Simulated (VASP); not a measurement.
# LiAgAs (P4/nmm) in VASP: a series of runs

The runs below take LiAgAs through single point, relaxation of cell and atoms, with PBE.

Everything below comes from runs of VASP 6.6.1. Logs are shortened: lines on timing, memory, paths and dates and some standing lists are left out, and cuts for length are marked.

### 1 The cell of the first run

It takes space group P4/nmm (No. 129, tetragonal). The conventional cell has a = 3.762 Å, b = 3.762 Å, c = 7.729 Å, α = 90.00°, β = 90.00°, γ = 90.00°. Within 3.4 Å of Li (site symmetry 4mm) lie 5 Ag at 2.58 to 2.99 Å and 4 As at 2.67 Å. Ag (site symmetry 4mm) has 5 Li at 2.58 to 2.99 Å and 4 Ag at 2.92 Å within 3.4 Å. Within 3.5 Å of As (site symmetry -4m2) lie 4 As at 2.66 Å and 4 Li at 2.67 Å.

### 2 Single point, PBE

File INCAR:

```
SYSTEM = LiAgAs
PREC = Accurate ; ENCUT = 520
EDIFF = 1E-7 ; ISMEAR = 0
SIGMA = 0.1 ; LREAL = .FALSE.
LASPH = .TRUE. ; NELM = 80
ALGO = Normal ; ISIF = 2
LWAVE = .FALSE. ; LCHARG = .TRUE.
GGA = PE ; LELF = .TRUE.
LVHAR = .TRUE. ; NBANDS = 28
```

File KPOINTS:

```
regular mesh
0
G
  4 4 4
  0 0 0
```

File POSCAR:

```
LiAgAs
1.0
    3.7615007057      0.0000000000      0.0000000000
    0.0000000000      3.7615007057      0.0000000000
    0.0000000000      0.0000000000      7.7287821313
Li Ag As
2 2 2
Direct
    0.5000000000      0.0000000000      0.2447004179
    0.0000000000      0.5000000000      0.7552995821
    0.5000000000      0.0000000000      0.5779734303
    0.0000000000      0.5000000000      0.4220265697
    0.0000000000      0.0000000000      0.0000000000
    0.5000000000      0.5000000000      0.0000000000
```

Potentials or basis: VASP PAW PBE potentials, release 64 (Li_sv, Ag, As).

Command:

```bash
> cat potpaw_PBE.64/Li_sv/POTCAR potpaw_PBE.64/Ag/POTCAR potpaw_PBE.64/As/POTCAR > POTCAR
> mpirun -np 1 vasp_std > vasp.out
```

OUTCAR:

```text
SYSTEM = LiAgAs
   PREC = Accurate
   ENCUT = 520
   EDIFF = 1E-7
   ISMEAR = 0
   LREAL = .FALSE.
   LASPH = .TRUE.
   NELM = 80
   ISIF = 2
   GGA = PE

 ion  position               nearest neighbor table
   1  0.500  0.000  0.245-   3 2.58   5 2.67   6 2.67   6 2.67   5 2.67   4 2.99   4 2.99   4 2.99
                             4 2.99
   2  0.000  0.500  0.755-   4 2.58   5 2.67   6 2.67   5 2.67   6 2.67   3 2.99   3 2.99   3 2.99
                             3 2.99
   3  0.500  0.000  0.578-   1 2.58   4 2.92   4 2.92   4 2.92   4 2.92   2 2.99   2 2.99   2 2.99
                             2 2.99
   4  0.000  0.500  0.422-   2 2.58   3 2.92   3 2.92   3 2.92   3 2.92   1 2.99   1 2.99   1 2.99
                             1 2.99
   5  0.000  0.000  0.000-   6 2.66   6 2.66   6 2.66   6 2.66   2 2.67   1 2.67   1 2.67   2 2.67

   6  0.500  0.500  0.000-   5 2.66   5 2.66   5 2.66   5 2.66   2 2.67   2 2.67   1 2.67   1 2.67

  LATTYP: Found a simple tetragonal cell.
 ALAT       =     3.7615007057
 C/A-ratio  =     2.0547070800

  Lattice vectors:

 A1 = (   3.7615007057,   0.0000000000,   0.0000000000)
 A2 = (   0.0000000000,   3.7615007057,   0.0000000000)
 A3 = (   0.0000000000,   0.0000000000,   7.7287821313)

Analysis of symmetry for initial positions (statically):
=====================================================================
 Subroutine PRICEL returns:
 Original cell was already a primitive cell.

 Routine SETGRP: Setting up the symmetry group for a
 simple tetragonal supercell.

 Subroutine GETGRP returns: Found 16 space group operations
 (whereof  8 operations were pure point group operations)
 out of a pool of 16 trial point group operations.

The static configuration has the point symmetry D_2d.
 The point group associated with its full space group is D_4h.

Analysis of symmetry for dynamics (positions and initial velocities):
=====================================================================
 Subroutine PRICEL returns:
 Original cell was already a primitive cell.

 Routine SETGRP: Setting up the symmetry group for a
 simple tetragonal supercell.

 Subroutine GETGRP returns: Found 16 space group operations
 (whereof  8 operations were pure point group operations)
 out of a pool of 16 trial point group operations.

The dynamic configuration has the point symmetry D_2d.
 The point group associated with its full space group is D_4h.

[... 99 lines left out ...]
   EDIFF  = 0.1E-06   stopping-criterion for ELM
   LREAL  =      F    real-space projection
   EDIFFG = 0.1E-05   stopping-criterion for IOM
   NSW    =      0    number of steps for IOM
   IBRION =     -1    ionic relax: 0-MD 1-quasi-New 2-CG
   NFREE  =      0    steps in history (QN), initial steepest desc. (CG)
   ISIF   =      2    stress and relaxation
   ISYM   =      2    0-nonsym 1-usesym 2-fastsym
   POTIM  = 0.5000    time-step for ionic-motion
   TEBEG  =    0.0;   TEEND  =   0.0 temperature during run
   PSTRESS=    0.0 pullay stress
   NELECT =      38.0000    total number of electrons
   NUPDOWN=      -1.0000    fix difference up-down
   EMIN   =  10.00;   EMAX   =-10.00  energy-range for DOS
   EFERMI =   0.00;   METHOD = LEGACY
   ISMEAR =     0;   SIGMA  =   0.10  broadening in eV -4-tet -1-fermi 0-gaus
   EFERMI_NEDOS =   21; number of points for ismear=-14 and -15
   IALGO  =     38    algorithm
   IMIX   =      4    mixing-type and parameters
     AMIX     =   0.40;   BMIX     =  1.00
     AMIX_MAG =   1.60;   BMIX_MAG =  1.00
  volume/ion in A,a.u.               =      18.23       122.99
  Fermi-wavevector in a.u.,A,eV,Ry     =   1.150955  2.174989 18.023594  1.324697
  Thomas-Fermi vector in A             =   2.287615
   LORBIT       =      0    0 simple, 1 ext, 2 COOP (PROOUT), +10 PAW based schemes
   GGA     = PE    functional components
   LHFCALC =     F    Hartree Fock is set to
   AEXX    =    0.0000 exact exchange contribution
   IVDW    =     0    specifies the selected vdW correction
   LEPSILON=     F    determine dielectric tensor
   LRPA    =     F    only Hartree local field effects (RPA)
 non-spin polarized calculation
 Gauss-broadening in eV      SIGMA  =   0.10
  energy-cutoff  :      520.00
  volume of cell :      109.35
 maximum number of plane-waves:      2972
 NGX is ok and might be reduce to    28
   NGX = 13   NGY = 13   NGZ = 29

 number of electron      37.9999973 magnetization

 Free energy of the ion-electron system (eV)
  ---------------------------------------------------
  ext. energy  EPLUGINS =         0.00000000
  ---------------------------------------------------
  free energy    TOTEN  =       -19.21983834 eV

  energy without entropy =      -19.21112426  energy(sigma->0) =      -19.21548130

 E-fermi :   4.6641     XC(G=0):  -9.9759

 val. band max:        4.5769244442   @ k =   0.2500   0.2500   0.0000
 cond. band min:       4.6763698398   @ k =   0.2500   0.0000   0.2500
 fundamental gap:      0.0994453956
 Fermi energy:         4.6641276372

 k-point     1 :       0.0000    0.0000    0.0000
  band No.  band energies     occupation
      1     -41.2220      2.00000
      2     -41.2218      2.00000
      3      -8.9527      2.00000
      4      -1.5250      2.00000
      5      -0.4653      2.00000
      6      -0.2257      2.00000
[... 547 lines left out ...]
     27      10.8661      0.00000
     28      10.8661      0.00000

------------------------ aborting loop because EDIFF is reached ----------------------------------------

  FORCE on cell =-STRESS in cart. coord.  units (eV):
  Direction    XX          YY          ZZ          XY          YZ          ZX
  --------------------------------------------------------------------------------------
  -------------------------------------------------------------------------------------
  Total        0.0378331      0.0378331      0.0315981      0.0000000     -0.0000000      0.0000000
  in kB        0.5543050      0.5543050      0.4629543      0.0000000     -0.0000000      0.0000000
  external PRESSURE =       0.5238547 kB  Pullay stress =       0.0000000 kB

 VOLUME and BASIS-vectors are now :
 -----------------------------------------------------------------------------
  energy-cutoff  :      520.00
  volume of cell :      109.35
      direct lattice vectors                 reciprocal lattice vectors
     3.761500706  0.000000000  0.000000000     0.265851339  0.000000000  0.000000000
     0.000000000  3.761500706  0.000000000     0.000000000  0.265851339  0.000000000
     0.000000000  0.000000000  7.728782131     0.000000000  0.000000000  0.129386491

 POSITION                                       TOTAL-FORCE (eV/Angst)
 -----------------------------------------------------------------------------------
      1.88075      0.00000      1.89124         0.000000      0.000000     -0.000246
      0.00000      1.88075      5.83755        -0.000000      0.000000      0.000246
      1.88075      0.00000      4.46703         0.000000      0.000000     -0.005086
      0.00000      1.88075      3.26175         0.000000      0.000000      0.005086
      0.00000      0.00000      0.00000         0.000000      0.000000      0.000000
      1.88075      1.88075      0.00000         0.000000     -0.000000      0.000000
 -----------------------------------------------------------------------------------
    total drift:                                0.000000      0.000000      0.000000

  FREE ENERGIE OF THE ION-ELECTRON SYSTEM (eV)
  ---------------------------------------------------
  free  energy   TOTEN  =       -19.2198383384 eV

  energy  without entropy=      -19.2111242582  energy(sigma->0) =      -19.21548130
```

OSZICAR:

```text
N       E                     dE             d eps       ncg     rms          rms(c)
DAV:   1     0.209230755809E+03    0.20923E+03   -0.17247E+04  1008   0.132E+03
DAV:   2    -0.403201570195E+01   -0.21326E+03   -0.20285E+03  1072   0.287E+02
DAV:   3    -0.193486828549E+02   -0.15317E+02   -0.15132E+02  1520   0.586E+01
DAV:   4    -0.201904600558E+02   -0.84178E+00   -0.82945E+00  1444   0.122E+01
DAV:   5    -0.202069724202E+02   -0.16512E-01   -0.16496E-01  1252   0.173E+00    0.627E+00
DAV:   6    -0.192869208690E+02    0.92005E+00   -0.45494E+00  1112   0.172E+01    0.436E+00
DAV:   7    -0.192433074768E+02    0.43613E-01   -0.35979E-01  1152   0.377E+00    0.221E+00
DAV:   8    -0.192205980657E+02    0.22709E-01   -0.86778E-02  1108   0.170E+00    0.317E-01
DAV:   9    -0.192199865784E+02    0.61149E-03   -0.12157E-02  1116   0.703E-01    0.111E-01
DAV:  10    -0.192198118493E+02    0.17473E-03   -0.12338E-03  1168   0.157E-01    0.402E-02
DAV:  11    -0.192198435271E+02   -0.31678E-04   -0.17832E-04  1204   0.741E-02    0.121E-02
DAV:  12    -0.192198388626E+02    0.46644E-05   -0.31376E-05  1124   0.261E-02    0.621E-03
DAV:  13    -0.192198383569E+02    0.50574E-06   -0.51499E-06  1188   0.119E-02    0.137E-03
DAV:  14    -0.192198383384E+02    0.18472E-07   -0.38429E-07  1076   0.314E-03
   1 F= -.19219838E+02 E0= -.19215481E+02  d E =-.871408E-02
```

It took 33 s on 1 thread of AMD EPYC 9R45 (Zen 5), shared host; peak memory 0.19 GiB.

Results:

```
Free energy            : -19.2198 eV
Largest force          : 0.005 eV/Å
Band gap on the k mesh : zero (bands 19 and 20 overlap by 2.55 eV)
```

Forces on the atoms (eV/Å):
```
Li   0.000  0.000  0.000
Li   0.000  0.000  0.000
Ag   0.000  0.000 -0.005
Ag   0.000  0.000  0.005
As   0.000  0.000  0.000
As   0.000  0.000  0.000
```

Levels at points of the mesh, in eV from the Fermi level:
```tsv
k point	band 15	band 16	band 17	band 18	band 19	band 20	band 21	band 22	band 23	band 24
(0.00, 0.00, 0.00)	-3.39	-3.16	-3.16	-2.94	1.39	2.04	3.84	3.90	5.20	5.20
(0.50, 0.00, 0.00)	-2.11	-2.11	-1.57	-1.57	-0.46	-0.46	0.58	0.58	3.64	3.64
(0.50, 0.50, 0.00)	-3.48	-3.48	-1.15	-1.15	0.62	0.62	1.76	1.76	3.78	3.78
(0.00, 0.00, 0.50)	-3.08	-3.08	-2.94	-2.74	-0.49	2.05	3.44	4.27	4.27	5.76
(0.50, 0.00, 0.50)	-2.66	-2.66	-0.61	-0.61	-0.45	-0.45	0.66	0.66	2.32	2.32
(0.50, 0.50, 0.50)	-3.48	-3.48	-1.83	-1.83	1.76	1.76	1.93	1.93	4.16	4.16
```

Caveat: the k points lie up to 0.42 Å⁻¹ apart, too coarse for converged energies and pressures of a metal; the cutoff is under 1.25 times the usual one of these potentials, so pressure, stress and relaxed cells hold a basis-set (Pulay) error.

(Part 1 of 2 ends here.)
